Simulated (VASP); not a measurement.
Wanted: the native input for a VASP 6.6.1 run.

| Item | Value |
| --- | --- |
| Task | single point |
| Functional | PBEsol |
| Potentials or basis | VASP PAW PBE potentials, release 64 (P) |
| Cutoff | 500 eV |
| k mesh | 10 × 10 × 9 |
| Occupations | fermi-dirac, width 0.08 eV |
| Spin | no spin polarisation |
| Dipole correction | no |
| Further INCAR settings | ALGO = Normal; EDIFF = 1e-06; NBANDS = 8 |

The structure of P lies in POSCAR:

```
P
1.0
    4.2729048574     -0.0213645243     -0.0213645243
   -0.0213645243      4.2729048574     -0.0213645243
   -0.0218900000     -0.0218900000      4.3780000000
P
1
Direct
    0.0000000000      0.0000000000      0.0000000000
```

This cell differs from its parent crystal: equal xy, yz and zx shear strains of -1 %.

The input as run:

INCAR

```
SYSTEM = P
ALGO = Normal
EDIFF = 1E-6
ENCUT = 500
GGA = PS
GGA_COMPAT = .FALSE.
ISIF = 2
ISMEAR = -1
LASPH = .TRUE.
LCHARG = .FALSE.
LREAL = .FALSE.
LWAVE = .FALSE.
NBANDS = 8
NELM = 120
PREC = Accurate
SIGMA = 0.08
```

KPOINTS

```
k-points
0
G
  10 10 9
  0 0 0
```

Potentials or basis: VASP PAW PBE potentials, release 64 (P).

Run with:

```console
$ cat potpaw_PBE.64/P/POTCAR > POTCAR
$ mpirun -np 1 vasp_std > vasp.out
```

It gave:

- Pressure: -3.8 GPa
- Band gap on the k mesh: zero (an odd number of electrons rules out a gap without spin polarisation)

Caveat: the cell differs from its parent crystal (equal xy, yz and zx shear strains of -1 %); the cell stands under tension; the atoms stand far beyond bonding distance, and open shells without spin polarisation read as a metal; the PAW data sets were made with another functional, which shifts forces and pressure a little.

Wall time 53 s on 1 thread of Intel(R) Xeon(R) Platinum 8259CL CPU @ 2.50GHz (Skylake/Cascade Lake), on a shared host, peak memory 0.26 GiB.
